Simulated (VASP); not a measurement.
# Al (Fd-3m) in VASP: a series of runs

The runs below take Al through single point, with PBEsol.

Everything below comes from runs of VASP 6.6.1. Logs are shortened: lines on timing, memory, paths and dates and some standing lists are left out, and cuts for length are marked.

### Step 1. The cell of the first run

Symmetry: Fd-3m, No. 227, cubic system. The conventional cell has a = 5.914 Å, b = 5.914 Å, c = 5.914 Å, α = 90.00°, β = 90.00°, γ = 90.00°. Within 3.4 Å of Al (site symmetry -43m) lie 4 Al at 2.56 Å.

### Step 2. Single point, PBEsol (volume scaled by 0.96)

Input file INCAR:

```
PREC = Accurate ; ENCUT = 520
EDIFF = 1E-7 ; ISMEAR = -1
SIGMA = 0.1 ; LREAL = F
LASPH = T ; NELM = 100
ALGO = Normal ; ISIF = 2
LWAVE = F ; LCHARG = F
GGA = PS ; NBANDS = 10
```

Input file KPOINTS:

```
regular mesh
0
Gamma
  10 10 10
```

Input file POSCAR:

```
Al
1.0
    0.0000000000      2.9568942135      2.9568942135
    2.9568942135      0.0000000000      2.9568942135
    2.9568942135      2.9568942135      0.0000000000
Al
2
Direct
    0.1250000000      0.1250000000      0.1250000000
    0.8750000000      0.8750000000      0.8750000000
```

Potentials or basis: VASP PAW PBE potentials, release 64 (Al).

Started as:

```sh
cat potpaw_PBE.64/Al/POTCAR > POTCAR
mpirun -np 1 vasp_std > vasp.out
```

OUTCAR:

```text
PREC = Accurate
   ENCUT = 520
   EDIFF = 1E-7
   ISMEAR = -1
   LREAL = F
   LASPH = T
   NELM = 100
   ISIF = 2
   GGA = PS

 ion  position               nearest neighbor table
   1  0.125  0.125  0.125-   2 2.56   2 2.56   2 2.56   2 2.56
   2  0.875  0.875  0.875-   1 2.56   1 2.56   1 2.56   1 2.56

  LATTYP: Found a face centered cubic cell.
 ALAT       =     5.9137884270

  Lattice vectors:

 A1 = (   0.0000000000,   2.9568942135,   2.9568942135)
 A2 = (   2.9568942135,   0.0000000000,   2.9568942135)
 A3 = (   2.9568942135,   2.9568942135,   0.0000000000)

Analysis of symmetry for initial positions (statically):
=====================================================================
 Subroutine PRICEL returns:
 Original cell was already a primitive cell.

 Routine SETGRP: Setting up the symmetry group for a
 face centered cubic supercell.

 Subroutine GETGRP returns: Found 48 space group operations
 (whereof 12 operations were pure point group operations)
 out of a pool of 48 trial point group operations.

The static configuration has the point symmetry D_3d.
 The point group associated with its full space group is O_h .

Analysis of symmetry for dynamics (positions and initial velocities):
=====================================================================
 Subroutine PRICEL returns:
 Original cell was already a primitive cell.

 Routine SETGRP: Setting up the symmetry group for a
 face centered cubic supercell.

 Subroutine GETGRP returns: Found 48 space group operations
 (whereof 12 operations were pure point group operations)
 out of a pool of 48 trial point group operations.

The dynamic configuration has the point symmetry D_3d.
 The point group associated with its full space group is O_h .

 Subroutine INISYM returns: Found 48 space group operations
 (whereof 12 operations are pure point group operations),
 and found     1 'primitive' translations

----------------------------------------------------------------------------------------

                                     Primitive cell

  volume of cell :      51.7056

  direct lattice vectors                    reciprocal lattice vectors
     0.000000000  2.956894214  2.956894214    -0.169096344  0.169096344  0.169096344
     2.956894214  0.000000000  2.956894214     0.169096344 -0.169096344  0.169096344
     2.956894214  2.956894214  0.000000000     0.169096344  0.169096344 -0.169096344

[... 82 lines left out ...]
   NELM   =    100;   NELMIN=  2; NELMDL= -5     # of ELM steps
   EDIFF  = 0.1E-06   stopping-criterion for ELM
   LREAL  =      F    real-space projection
   EDIFFG = 0.1E-05   stopping-criterion for IOM
   NSW    =      0    number of steps for IOM
   IBRION =     -1    ionic relax: 0-MD 1-quasi-New 2-CG
   NFREE  =      0    steps in history (QN), initial steepest desc. (CG)
   ISIF   =      2    stress and relaxation
   ISYM   =      2    0-nonsym 1-usesym 2-fastsym
   POTIM  = 0.5000    time-step for ionic-motion
   TEBEG  =    0.0;   TEEND  =   0.0 temperature during run
   PSTRESS=    0.0 pullay stress
   NELECT =       6.0000    total number of electrons
   NUPDOWN=      -1.0000    fix difference up-down
   EMIN   =  10.00;   EMAX   =-10.00  energy-range for DOS
   EFERMI =   0.00;   METHOD = LEGACY
   ISMEAR =    -1;   SIGMA  =   0.10  broadening in eV -4-tet -1-fermi 0-gaus
   EFERMI_NEDOS =   21; number of points for ismear=-14 and -15
   IALGO  =     38    algorithm
   IMIX   =      4    mixing-type and parameters
     AMIX     =   0.40;   BMIX     =  1.00
     AMIX_MAG =   1.60;   BMIX_MAG =  1.00
  volume/ion in A,a.u.               =      25.85       174.46
  Fermi-wavevector in a.u.,A,eV,Ry     =   0.798508  1.508962  8.675287  0.637616
  Thomas-Fermi vector in A             =   1.905433
   LORBIT       =      0    0 simple, 1 ext, 2 COOP (PROOUT), +10 PAW based schemes
   GGA     = PS    functional components
   LHFCALC =     F    Hartree Fock is set to
   AEXX    =    0.0000 exact exchange contribution
   IVDW    =     0    specifies the selected vdW correction
   LEPSILON=     F    determine dielectric tensor
   LRPA    =     F    only Hartree local field effects (RPA)
 non-spin polarized calculation
  energy-cutoff  :      520.00
  volume of cell :       51.71
 maximum number of plane-waves:      1411
   NGX = 15   NGY = 15   NGZ = 15

 number of electron       6.0000000 magnetization

 Free energy of the ion-electron system (eV)
  ---------------------------------------------------
  ext. energy  EPLUGINS =         0.00000000
  ---------------------------------------------------
  free energy    TOTEN  =        -6.52051035 eV

  energy without entropy =       -6.47546578  energy(sigma->0) =       -6.49798806

 E-fermi :   3.1669     XC(G=0):  -8.4611

 val. band max:        3.1380874187   @ k =   0.5000   0.3000   0.0000
 cond. band min:       3.2553557353   @ k =  -0.3000   0.3000   0.1000
 fundamental gap:      0.1172683166
 Fermi energy:         3.1668702943

 k-point     1 :       0.0000    0.0000    0.0000
  band No.  band energies     occupation
      1      -4.9731      2.00000
      2       5.4058      0.00000
      3       5.4058      0.00000
      4       5.4058      0.00000
      5       7.2340      0.00000
      6       7.2340      0.00000
      7       7.2340      0.00000
      8       9.0206      0.00000
      9      11.1744      0.00000
     10      11.1896      0.00000
[... 287 lines left out ...]
 k-point    24 :       0.4000    0.3000    0.0000
  band No.  band energies     occupation
      1      -3.0410      2.00000
      2       0.8840      2.00000
      3       2.6634      1.98706
      4       3.1242      1.21040
      5       5.6225      0.00000
      6       6.5332      0.00000
      7      11.1521      0.00000
      8      11.2474      0.00000
      9      13.6732      0.00000
     10      15.0394      0.00000

 [... further k-points ...]
[... 5 lines left out ...]
  --------------------------------------------------------------------------------------
  -------------------------------------------------------------------------------------
  Total        0.5921354      0.5921354      0.5921354      0.0000000     -0.0000000      0.0000000
  in kB       18.3482335     18.3482335     18.3482335      0.0000000     -0.0000000      0.0000000
  external PRESSURE =      18.3482335 kB  Pullay stress =       0.0000000 kB

 VOLUME and BASIS-vectors are now :
 -----------------------------------------------------------------------------
  energy-cutoff  :      520.00
  volume of cell :       51.71
      direct lattice vectors                 reciprocal lattice vectors
     0.000000000  2.956894214  2.956894214    -0.169096344  0.169096344  0.169096344
     2.956894214  0.000000000  2.956894214     0.169096344 -0.169096344  0.169096344
     2.956894214  2.956894214  0.000000000     0.169096344  0.169096344 -0.169096344

 POSITION                                       TOTAL-FORCE (eV/Angst)
 -----------------------------------------------------------------------------------
      0.73922      0.73922      0.73922         0.000000     -0.000000     -0.000000
      5.17456      5.17456      5.17456        -0.000000      0.000000      0.000000
 -----------------------------------------------------------------------------------
    total drift:                                0.000000      0.000000     -0.000000

  FREE ENERGIE OF THE ION-ELECTRON SYSTEM (eV)
  ---------------------------------------------------
  free  energy   TOTEN  =        -6.5205103510 eV

  energy  without entropy=       -6.4754657761  energy(sigma->0) =       -6.49798806
```

OSZICAR:

```text
N       E                     dE             d eps       ncg     rms          rms(c)
DAV:   1     0.701660175775E-01    0.70166E-01   -0.20864E+03   940   0.451E+02
DAV:   2    -0.636244234641E+01   -0.64326E+01   -0.61657E+01  1234   0.467E+01
DAV:   3    -0.652947448306E+01   -0.16703E+00   -0.16577E+00  1186   0.658E+00
DAV:   4    -0.653145899876E+01   -0.19845E-02   -0.19843E-02  1118   0.815E-01
DAV:   5    -0.653149951180E+01   -0.40513E-04   -0.40513E-04  1154   0.116E-01    0.172E+00
DAV:   6    -0.652486824769E+01    0.66313E-02   -0.23477E-03  1058   0.213E-01    0.104E+00
DAV:   7    -0.652049957383E+01    0.43687E-02   -0.61801E-03  1034   0.358E-01    0.128E-01
DAV:   8    -0.652050668415E+01   -0.71103E-05   -0.27196E-04  1070   0.850E-02    0.708E-02
DAV:   9    -0.652051031517E+01   -0.36310E-05   -0.10053E-05  1100   0.183E-02    0.134E-02
DAV:  10    -0.652051042414E+01   -0.10897E-06   -0.34213E-07  1106   0.420E-03    0.497E-03
DAV:  11    -0.652051035101E+01    0.73130E-07   -0.64787E-08   622   0.130E-03
   1 F= -.65205104E+01 E0= -.64979881E+01  d E =-.450446E-01
```

It took 12 s on 1 thread of Intel Xeon Platinum 8488C (Sapphire Rapids), shared host; peak memory 0.17 GiB.

Results:

| Property | Result |
| --- | --- |
| Free energy | -6.5205 eV |
| Pressure | 1.8 GPa |
| Band gap on the k mesh | zero (band 3 reaches 5.41 eV, above the bottom of band 4 at 1.72 eV) |

Levels at points of the mesh, in eV from the Fermi level:
| k point | band 1 | band 2 | band 3 | band 4 | band 5 | band 6 |
| --- | --- | --- | --- | --- | --- | --- |
| (0.00, 0.00, 0.00) | -8.14 | 2.24 | 2.24 | 2.24 | 4.07 | 4.07 |
| (0.50, 0.00, 0.00) | -5.97 | -4.03 | 1.17 | 1.17 | 3.47 | 4.43 |
| (0.50, 0.50, 0.00) | -4.43 | -4.43 | -0.42 | -0.42 | 2.04 | 2.04 |

Caveat: the cell differs from its parent crystal (volume scaled by 0.96); the PAW data sets were made with another functional, which shifts forces and pressure a little.

### Step 3. Single point, PBEsol

This run uses another cell than the first one, of 26.93 Å³/atom, 1.042 times its volume.

Input file INCAR:

```
PREC = Accurate
ENCUT = 520
EDIFF = 1E-6
ISMEAR = -1
SIGMA = 0.1
LREAL = False
LASPH = True
NELM = 100
ALGO = Normal
ISIF = 2
LWAVE = False
LCHARG = False
GGA = PS
NBANDS = 10
```

Input file KPOINTS:

```
Automatic mesh
0
Gamma
  10 10 10
```

Input file POSCAR:

```
Al
1.0
    0.0000000000      2.9974046477      2.9974046477
    2.9974046477      0.0000000000      2.9974046477
    2.9974046477      2.9974046477      0.0000000000
Al
2
Direct
    0.1250000000      0.1250000000      0.1250000000
    0.8750000000      0.8750000000      0.8750000000
```

Potentials or basis: VASP PAW PBE potentials, release 64 (Al).

Started as:

```sh
cat potpaw_PBE.64/Al/POTCAR > POTCAR
mpirun -np 1 vasp_std > vasp.out
```

It took 9.8 s on 1 thread of Intel Xeon Platinum 8488C (Sapphire Rapids), shared host; peak memory 0.17 GiB.

Results (log left out):

- Free energy: -6.5328 eV
- Pressure: 0.1 GPa
- Band gap on the k mesh: zero (band 3 reaches 5.06 eV, above the bottom of band 4 at 1.53 eV)

Levels at points of the mesh, in eV from the Fermi level:
| k point | band 1 | band 2 | band 3 | band 4 | band 5 | band 6 | band 7 | band 8 |
| --- | --- | --- | --- | --- | --- | --- | --- | --- |
| (0.00, 0.00, 0.00) | -7.96 | 2.16 | 2.16 | 2.16 | 3.99 | 3.99 | 3.99 | 5.42 |
| (0.50, 0.00, 0.00) | -5.89 | -3.92 | 1.12 | 1.12 | 3.29 | 4.39 | 4.39 | 7.48 |
| (0.50, 0.50, 0.00) | -4.38 | -4.38 | -0.40 | -0.40 | 2.05 | 2.05 | 10.74 | 10.74 |

Caveat: the PAW data sets were made with another functional, which shifts forces and pressure a little.

### Step 4. Single point, PBEsol (volume scaled by 1.04)

Input file INCAR:

```
  ALGO = Normal
  EDIFF = 1E-7
  ENCUT = 520
  GGA = PS
  ISIF = 2
  ISMEAR = -1
  LASPH = T
  LCHARG = T
  LELF = T
  LREAL = F
  LVHAR = T
  LWAVE = F
  NBANDS = 10
  NELM = 80
  PREC = Accurate
  SIGMA = 0.1
```

Input file KPOINTS:

```
k-points
0
Gamma
  10 10 10
```

Input file POSCAR:

```
Al
1.0
    0.0000000000      3.0368487059      3.0368487059
    3.0368487059      0.0000000000      3.0368487059
    3.0368487059      3.0368487059      0.0000000000
Al
2
Direct
    0.1250000000      0.1250000000      0.1250000000
    0.8750000000      0.8750000000      0.8750000000
```

Started as:

```sh
cat potpaw_PBE.64/Al/POTCAR > POTCAR
mpirun -np 1 vasp_std > vasp.out
```

It took 12 s on 1 thread of Intel Xeon Platinum 8488C (Sapphire Rapids), shared host; peak memory 0.17 GiB.

It converged, with:

```yaml
Free_energy: -6.5235 eV
Pressure: -1.4 GPa
Band_gap_on_the_k_mesh: zero (band 3 reaches 4.74 eV, above the bottom of band 4 at 1.35 eV)
```

Levels at points of the mesh, in eV from the Fermi level:
| k point | band 1 | band 2 | band 3 | band 4 | band 5 | band 6 |
| --- | --- | --- | --- | --- | --- | --- |
| (0.00, 0.00, 0.00) | -7.80 | 2.09 | 2.09 | 2.09 | 3.91 | 3.91 |
| (0.50, 0.00, 0.00) | -5.81 | -3.82 | 1.08 | 1.08 | 3.12 | 4.34 |
| (0.50, 0.50, 0.00) | -4.33 | -4.33 | -0.39 | -0.39 | 2.05 | 2.05 |

Caveat: the cell differs from its parent crystal (volume scaled by 1.04); the PAW data sets were made with another functional, which shifts forces and pressure a little.

### Step 5. Overview

| cell | gap on the mesh (eV) | pressure (GPa) |
| --- | --- | --- |
| a = 4.182 Å, angles 60.0°, 2 atoms | none | 1.8 |
| a = 4.239 Å, angles 60.0°, 2 atoms | none | 0.1 |
| a = 4.295 Å, angles 60.0°, 2 atoms | none | -1.4 |

Alike in all rows: task single point; level PBEsol; potentials or basis VASP PAW PBE potentials, release 64 (Al); no spin polarisation; k mesh 10 × 10 × 10; cutoff (eV) 520; smearing fermi-dirac 0.1 eV.

Caveats: the PAW data sets were made with another functional, which shifts forces and pressure a little.

Absolute energies hang on the potentials; compare differences alone.
